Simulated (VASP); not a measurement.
Wanted: the native input for a VASP 6.6.1 run.

```
Task                   : single point
Functional             : r2SCAN
Potentials or basis    : VASP PAW PBE potentials, release 64 (Zn, O)
Cutoff                 : 520 eV
k mesh                 : 8 × 8 × 4
Occupations            : gaussian, width 0.01 eV
Spin                   : no spin polarisation
Dipole correction      : no
Further INCAR settings : ALGO = Normal; EDIFF = 1e-06; NBANDS = 26
```

Crystal: ZnO.

```
Zn O
1.0
     3.24938    0.00000    0.00000
    -1.62469    2.81404    0.00000
     0.00000    0.00000    5.23648
Zn O
2 2
Direct
  0.33333 0.66667 0.49975
  0.66667 0.33333 0.99975
  0.66667 0.33333 0.37926
  0.33333 0.66667 0.87926
```

These files were run (other wordings do the same):

POSCAR

```
ZnO
1.0
    3.2493782372      0.0000000000      0.0000000000
   -1.6246891186      2.8140440999      0.0000000000
    0.0000000000      0.0000000000      5.2364822833
Zn O
2 2
Direct
    0.3333333333      0.6666666667      0.4997512177
    0.6666666667      0.3333333333     -0.0002487823
    0.6666666667      0.3333333333      0.3792587823
    0.3333333333      0.6666666667      0.8792587823
```

INCAR.step1

```
SYSTEM = ZnO
  ALGO = Normal
  EDIFF = 1E-4
  ENCUT = 520
  GGA = PE
  ISMEAR = 0
  LASPH = .True.
  LCHARG = .False.
  LREAL = .False.
  LWAVE = .True.
  NBANDS = 26
  NELM = 80
  PREC = Accurate
  SIGMA = 0.01
```

INCAR.step2

```
SYSTEM = ZnO
  ALGO = Normal
  EDIFF = 1E-6
  ENCUT = 520
  ISIF = 2
  ISMEAR = 0
  ISTART = 1
  LASPH = .True.
  LCHARG = .True.
  LELF = .True.
  LMIXTAU = .True.
  LREAL = .False.
  LVHAR = .True.
  LWAVE = .False.
  METAGGA = R2SCAN
  NBANDS = 26
  NELM = 80
  PREC = Accurate
  SIGMA = 0.01
```

KPOINTS

```
k-points
0
Gamma
  8 8 4
  0 0 0
```

Potentials or basis: VASP PAW PBE potentials, release 64 (Zn, O).

The run is started by

```sh
$ cat potpaw_PBE.64/Zn/POTCAR potpaw_PBE.64/O/POTCAR > POTCAR
$ cp INCAR.step1 INCAR
$ mpirun -np 1 vasp_std > vasp.out
$ cp INCAR.step2 INCAR
$ mpirun -np 1 vasp_std > vasp.out
```

Results of the run:

| Property | Result |
| --- | --- |
| Pressure | -1.0 GPa |
| Largest force | 0.016 eV/Å |
| Band gap on the k mesh | 1.21 eV, direct |

Caveat: the PAW data sets were made with another functional, which shifts forces and pressure a little.

It took 87 s on 1 thread of Intel(R) Xeon(R) Platinum 8559C (Emerald Rapids), on a shared host, peak memory 0.18 GiB.
